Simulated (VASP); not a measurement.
Wanted: the native input for a VASP 6.6.1 run.

| Property | Result |
| --- | --- |
| Task | single point |
| Functional | PBE |
| Potentials or basis | VASP PAW PBE potentials, release 64 (Nb_sv) |
| Cutoff | 520 eV |
| k mesh | 10 × 10 × 10 |
| Occupations | fermi-dirac, width 0.05 eV |
| Spin | collinear spin |
| Starting moments | [1.0, 1.0] μB |
| Dipole correction | no |
| Further INCAR settings | ALGO = Normal; EDIFF = 1e-06; NBANDS = 24 |

The structure of Nb lies in POSCAR:

```
Nb
1.0
    0.0000000000      3.0678440190      3.0678440190
    3.0678440190      0.0000000000      3.0678440190
    3.0678440190      3.0678440190      0.0000000000
Nb
2
Direct
    0.1250000000      0.1250000000      0.1250000000
    0.8750000000      0.8750000000      0.8750000000
```

This isn't the form of Nb at room conditions, which is bcc.

One way to write it, as run:

INCAR

```
SYSTEM = Nb
PREC = Accurate ; ENCUT = 520
EDIFF = 1E-6 ; ISMEAR = -1
SIGMA = 0.05 ; LREAL = .False.
LASPH = .True. ; NELM = 150
ALGO = Normal ; ISIF = 2
LWAVE = .False. ; LCHARG = .True.
ISPIN = 2 ; MAGMOM = 1 1
LORBIT = 11 ; LMAXMIX = 4
GGA = PE ; LELF = .True.
LVHAR = .True. ; NBANDS = 24
```

KPOINTS

```
regular mesh
0
Gamma
  10 10 10
  0 0 0
```

Potentials or basis: VASP PAW PBE potentials, release 64 (Nb_sv).

Launch:

```console
$ cat potpaw_PBE.64/Nb_sv/POTCAR > POTCAR
$ mpirun -np 1 vasp_std > vasp.out
```

Results of the run:

- Pressure: -6.0 GPa
- Band gap on the k mesh: zero (filled and empty bands overlap)
- Net moment: 0.00 μB per cell
- Valence electrons inside the program's atomic spheres: Nb 10.84

Caveat: the cell stands under tension.

It took 2.8 min on 1 thread of Intel(R) Xeon(R) Platinum 8488C (Sapphire Rapids), on a shared host, peak memory 0.26 GiB.
